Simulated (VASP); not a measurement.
# HgPd (Potarite) (P4/mmm) in VASP: vibrations by perturbation theory with LDA

Aim: the vibrations by perturbation theory of HgPd (Potarite) with LDA.

Program: VASP 6.6.1. These are calculated values, not measurements. Logs are shortened: lines on timing, memory, paths and dates and some standing lists are left out, and cuts for length are marked.

**1. The cell of the first run**

It takes space group P4/mmm (No. 123, tetragonal). The conventional cell has a = 2.992 Å, b = 2.992 Å, c = 3.675 Å, α = 90.00°, β = 90.00°, γ = 90.00°. Hg (site symmetry 4/mmm) has 8 Pd at 2.80 Å and 6 Hg at 2.99 to 3.68 Å within 3.7 Å. Pd (site symmetry 4/mmm) has 8 Hg at 2.80 Å and 6 Pd at 2.99 to 3.68 Å within 3.7 Å.

**2. Vibrations by perturbation theory, LDA**

Input file INCAR:

```
SYSTEM = HgPd
PREC = Accurate
ENCUT = 520
EDIFF = 1E-8
ISMEAR = -1
SIGMA = 0.15
LREAL = .False.
LASPH = .True.
NELM = 100
ALGO = Normal
ISIF = 2
LWAVE = .False.
LCHARG = .True.
GGA = CA
NBANDS = 18
IBRION = 8
NSW = 1
```

Input file KPOINTS:

```
Automatic mesh
0
Gamma
  14 14 12
  0 0 0
```

Input file POSCAR:

```
HgPd
1.0
    2.9915804284      0.0000000000      0.0000000000
    0.0000000000      2.9915804284      0.0000000000
    0.0000000000      0.0000000000      3.6754685439
Hg Pd
1 1
Direct
    0.0000000000      0.0000000000      0.0000000000
    0.5000000000      0.5000000000      0.5000000000
```

Potentials or basis: VASP PAW LDA potentials, release 64 (Hg, Pd).

Launch:

```sh
$ cat potpaw_LDA.64/Hg/POTCAR potpaw_LDA.64/Pd/POTCAR > POTCAR
$ mpirun -np 1 vasp_std > vasp.out
```

OUTCAR:

```text
SYSTEM = HgPd
   PREC = Accurate
   ENCUT = 520
   EDIFF = 1E-8
   ISMEAR = -1
   LREAL = .False.
   LASPH = .True.
   NELM = 100
   ISIF = 2
   GGA = CA
   IBRION = 8
   NSW = 1

 ion  position               nearest neighbor table
   1  0.000  0.000  0.000-   2 2.80   2 2.80   2 2.80   2 2.80   2 2.80   2 2.80   2 2.80   2 2.80

   2  0.500  0.500  0.500-   1 2.80   1 2.80   1 2.80   1 2.80   1 2.80   1 2.80   1 2.80   1 2.80

  LATTYP: Found a simple tetragonal cell.
 ALAT       =     2.9915804284
 C/A-ratio  =     1.2286042886

  Lattice vectors:

 A1 = (   2.9915804284,   0.0000000000,   0.0000000000)
 A2 = (   0.0000000000,   2.9915804284,   0.0000000000)
 A3 = (   0.0000000000,   0.0000000000,   3.6754685439)

Analysis of symmetry for initial positions (statically):
=====================================================================
 Subroutine PRICEL returns:
 Original cell was already a primitive cell.

 Routine SETGRP: Setting up the symmetry group for a
 simple tetragonal supercell.

 Subroutine GETGRP returns: Found 16 space group operations
 (whereof 16 operations were pure point group operations)
 out of a pool of 16 trial point group operations.

The static configuration has the point symmetry D_4h.

Analysis of symmetry for dynamics (positions and initial velocities):
=====================================================================
 Subroutine PRICEL returns:
 Original cell was already a primitive cell.

 Routine SETGRP: Setting up the symmetry group for a
 simple tetragonal supercell.

 Subroutine GETGRP returns: Found 16 space group operations
 (whereof 16 operations were pure point group operations)
 out of a pool of 16 trial point group operations.

The dynamic configuration has the point symmetry D_4h.

 Subroutine INISYM returns: Found 16 space group operations
 (whereof 16 operations are pure point group operations),
 and found     1 'primitive' translations

----------------------------------------------------------------------------------------

                                     Primitive cell

  volume of cell :      32.8938

  direct lattice vectors                    reciprocal lattice vectors
     2.991580428  0.000000000  0.000000000     0.334271474  0.000000000  0.000000000
     0.000000000  2.991580428  0.000000000     0.000000000  0.334271474  0.000000000
     0.000000000  0.000000000  3.675468544     0.000000000  0.000000000  0.272074155

  length of vectors
     2.991580428  2.991580428  3.675468544     0.334271474  0.334271474  0.272074155

  position of ions in fractional coordinates (direct lattice)
     0.000000000  0.000000000  0.000000000
     0.500000000  0.500000000  0.500000000

  ion indices of the primitive-cell ions
   primitive index   ion index
                 1           1
                 2           2

----------------------------------------------------------------------------------------

 KPOINTS: Automatic mesh

Automatic generation of k-mesh.
 Grid dimensions read from file:
 generate k-points for:   14   14   12

 Generating k-lattice:

  Cartesian coordinates                     Fractional coordinates (reciprocal lattice)
     0.023876534  0.000000000  0.000000000     0.071428571  0.000000000  0.000000000
     0.000000000  0.023876534  0.000000000     0.000000000  0.071428571  0.000000000
     0.000000000  0.000000000  0.022672846     0.000000000  0.000000000  0.083333333

  Length of vectors
     0.023876534  0.023876534  0.022672846

  Shift w.r.t. Gamma in fractional coordinates (k-lattice)
[... 75 lines left out ...]
  Thomas-Fermi vector in A             =   2.551385
   LORBIT       =      0    0 simple, 1 ext, 2 COOP (PROOUT), +10 PAW based schemes
   GGA     = CA    functional components
   LHFCALC =     F    Hartree Fock is set to
   AEXX    =    0.0000 exact exchange contribution
   IVDW    =     0    specifies the selected vdW correction
   LEPSILON=     F    determine dielectric tensor
   LRPA    =     F    only Hartree local field effects (RPA)
 non-spin polarized calculation
  energy-cutoff  :      520.00
  volume of cell :       32.89
 maximum number of plane-waves:       914
 NGX is ok and might be reduce to    24
   NGX = 11   NGY = 11   NGZ = 13

--------------------------------------- Ionic step        1  -------------------------------------------

 number of electron      21.9999998 magnetization

 Free energy of the ion-electron system (eV)
  ---------------------------------------------------
  ext. energy  EPLUGINS =         0.00000000
  ---------------------------------------------------
  free energy    TOTEN  =        -7.97452618 eV

  energy without entropy =       -7.93331335  energy(sigma->0) =       -7.95391976

 E-fermi :   7.1630     XC(G=0): -13.0316

 val. band max:        7.1498806169   @ k =   0.3571   0.0714   0.4167
 cond. band min:       7.1675223011   @ k =   0.5000   0.0000   0.2500
 fundamental gap:      0.0176416842
 Fermi energy:         7.1630412163

 k-point     1 :       0.0000    0.0000    0.0000
  band No.  band energies     occupation
      1      -2.8944      2.00000
      2      -1.6300      2.00000
      3      -1.3212      2.00000
      4       0.0672      2.00000
      5       0.0672      2.00000
      6       0.6152      2.00000
[... 481 lines left out ...]
      5      -0.2288      2.00000
      6       1.3070      2.00000
[... 10 lines left out ...]
     17      20.5572      0.00000
     18      21.2316      0.00000

 [... further k-points ...]

------------------------ aborting loop because EDIFF is reached ----------------------------------------

  FORCE on cell =-STRESS in cart. coord.  units (eV):
  Direction    XX          YY          ZZ          XY          YZ          ZX
  --------------------------------------------------------------------------------------
  -------------------------------------------------------------------------------------
  Total        0.3603831      0.3603831      0.3837894      0.0000000      0.0000000      0.0000000
  in kB       17.5533857     17.5533857     18.6934491      0.0000000      0.0000000      0.0000000
  external PRESSURE =      17.9334068 kB  Pullay stress =       0.0000000 kB

 VOLUME and BASIS-vectors are now :
 -----------------------------------------------------------------------------
  energy-cutoff  :      520.00
  volume of cell :       32.89
      direct lattice vectors                 reciprocal lattice vectors
     2.991580428  0.000000000  0.000000000     0.334271474  0.000000000  0.000000000
     0.000000000  2.991580428  0.000000000     0.000000000  0.334271474  0.000000000
     0.000000000  0.000000000  3.675468544     0.000000000  0.000000000  0.272074155

 POSITION                                       TOTAL-FORCE (eV/Angst)
 -----------------------------------------------------------------------------------
      0.00000      0.00000      0.00000         0.000000      0.000000      0.000000
      1.49579      1.49579      1.83773         0.000000      0.000000      0.000000
 -----------------------------------------------------------------------------------
    total drift:                                0.000000      0.000000     -0.000000

  FREE ENERGIE OF THE ION-ELECTRON SYSTEM (eV)
  ---------------------------------------------------
  free  energy   TOTEN  =        -7.9745261752 eV

  energy  without entropy=       -7.9333133451  energy(sigma->0) =       -7.95391976

[... ionic steps 2 to 3 ...]

--------------------------------------- Ionic step        4  -------------------------------------------

------------------------ aborting loop because EDIFF is reached ----------------------------------------
[... 11 lines left out ...]
[... ionic steps 8 to 8 ...]

--------------------------------------- Ionic step        9  -------------------------------------------

 Free energy of the ion-electron system (eV)
  ---------------------------------------------------
  ---------------------------------------------------
  free energy    TOTEN  =        -0.26316258 eV

  energy without entropy =       -0.26316257

------------------------ aborting loop because EDIFF is reached ----------------------------------------

 INTERNAL STRAIN TENSOR  FOR ION    2  DIRECTION 3   (eV/Angst):
 -----------------------------------------------------------------------------
     0.00841  0.00000  0.00000
     0.00000  0.00841  0.00000
     0.00000  0.00000 -0.00197

 INTERNAL STRAIN TENSOR FOR ION    2 for displacements in x,y,z  (eV/Angst):
          X           Y           Z          XY          YZ          ZX
  --------------------------------------------------------------------------------
  x     0.00000     0.00000     0.00000     0.00000     0.00000     0.00000
  y     0.00000     0.00000     0.00000     0.00000     0.00000     0.00000
  z     0.00000     0.00000     0.00000     0.00000     0.00000     0.00000

 SECOND DERIVATIVES (NOT SYMMETRIZED)
 ------------------------------------
               1X          1Y          1Z          2X          2Y          2Z
  1X    -4.743354    0.000000    0.000000    4.743354    0.000000    0.000000
  1Y     0.000000   -4.743354    0.000000    0.000000    4.743354    0.000000
  1Z     0.000000   -0.000000   -8.304732    0.000000    0.000000    8.304732
  2X     4.741621    0.000000    0.000000   -4.741621    0.000000    0.000000
  2Y     0.000000    4.741621    0.000000    0.000000   -4.741621    0.000000
  2Z     0.000000    0.000000    8.300719    0.000000   -0.000000   -8.300719

 Eigenvectors and eigenvalues of the dynamical matrix
 ----------------------------------------------------

   1 f  =    5.402005 THz    33.941797 2PiTHz  180.191483 cm-1    22.340887 meV
             X         Y         Z           dx          dy          dz
      0.000000  0.000000  0.000000     0.000000    0.000000   -0.588849
      1.495790  1.495790  1.837734    -0.000000   -0.000000    0.808243
[... 21 lines left out ...]
   6 f/i=    0.000621 THz     0.003904 2PiTHz    0.020724 cm-1     0.002569 meV
             X         Y         Z           dx          dy          dz
      0.000000  0.000000  0.000000     0.000000    0.000000   -0.808243
      1.495790  1.495790  1.837734    -0.000000    0.000000   -0.588849

--------------------------------------------------------------------------------------------------------

 ELASTIC MODULI CONTR FROM IONIC RELAXATION (kBar)
 Direction    XX          YY          ZZ          XY          YZ          ZX
 --------------------------------------------------------------------------------
 XX           0.0000      0.0000      0.0000      0.0000      0.0000      0.0000
 YY           0.0000      0.0000      0.0000      0.0000      0.0000      0.0000
 ZZ           0.0000      0.0000      0.0000      0.0000      0.0000      0.0000
 XY           0.0000      0.0000      0.0000      0.0000      0.0000      0.0000
 YZ           0.0000      0.0000      0.0000      0.0000      0.0000      0.0000
 ZX           0.0000      0.0000      0.0000      0.0000      0.0000      0.0000
 --------------------------------------------------------------------------------
```

Wall time 5.2 min (1 thread of Intel Xeon 6975P-C (Granite Rapids), shared host); peak memory 0.88 GiB.

Results:

- Highest phonon frequency at Γ, LO-TO splitting left out: 180 cm⁻¹

Phonon frequencies in cm⁻¹ (negative: imaginary):
```csv
q point,frequencies
"(0.000, 0.000, 0.000)",0 0 0 136 136 180
```

Caveat: the cell wasn't relaxed at this level first, which shifts response properties; spin-orbit coupling is left out, which moves the levels of the heavy elements.
